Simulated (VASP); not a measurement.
A run of VASP 6.6.1 is set up as follows.

The input INCAR:

```
ALGO = Normal
EDIFF = 1E-6
ENCUT = 520
GGA = PS
ISIF = 2
ISMEAR = 0
LASPH = True
LCHARG = False
LREAL = False
LWAVE = False
NBANDS = 54
NELM = 60
PREC = Accurate
SIGMA = 0.05
```

File KPOINTS:

```
k-points
0
Gamma
  4 4 4
```

The input POSCAR:

```
K2AgBiBr6
1.0
    0.0000000000      5.5601383941      5.5601383941
    5.5601383941      0.0000000000      5.5601383941
    5.5601383941      5.5601383941      0.0000000000
K Ag Bi Br
2 1 1 6
Direct
    0.7544962910      0.7544962910      0.7455037090
    0.2544962910      0.2544962910      0.2455037090
    0.5000733618      0.5000733618      0.4999266382
   -0.0000523404     -0.0000523404      0.0000523404
    0.7446153970      0.2533530342      0.2553846030
    0.2542192077      0.2542192077      0.7457807923
    0.2533530342      0.7446153970      0.7466469658
    0.2533530342      0.7446153970      0.2553846030
    0.7446153970      0.2533530342      0.7466469658
    0.7454815705      0.7454815705      0.2545184295
```

Potentials or basis: VASP PAW PBE potentials, release 64 (K_sv, Ag, Bi_d, Br).

Command:

```sh
$ cat potpaw_PBE.64/K_sv/POTCAR potpaw_PBE.64/Ag/POTCAR potpaw_PBE.64/Bi_d/POTCAR potpaw_PBE.64/Br/POTCAR > POTCAR
$ mpirun -np 1 vasp_std > vasp.out
```

**Question.** What does it give for the largest force?

**Answer.** 0.012 eV/Å.

**Question.** Predict the pressure.

**Answer.** 0.0 GPa.

Forces on the atoms (eV/Å):
```
K    0.000  0.000  0.012
K    0.000  0.000  0.012
Ag   0.000  0.000  0.000
Bi   0.000  0.000 -0.001
Br   0.005  0.000 -0.005
Br   0.000  0.000  0.004
Br  -0.005  0.000 -0.005
Br   0.000  0.005 -0.005
Br   0.000 -0.005 -0.005
Br   0.000  0.000 -0.006
```

Caveat: the PAW data sets were made with another functional, which shifts forces and pressure a little.
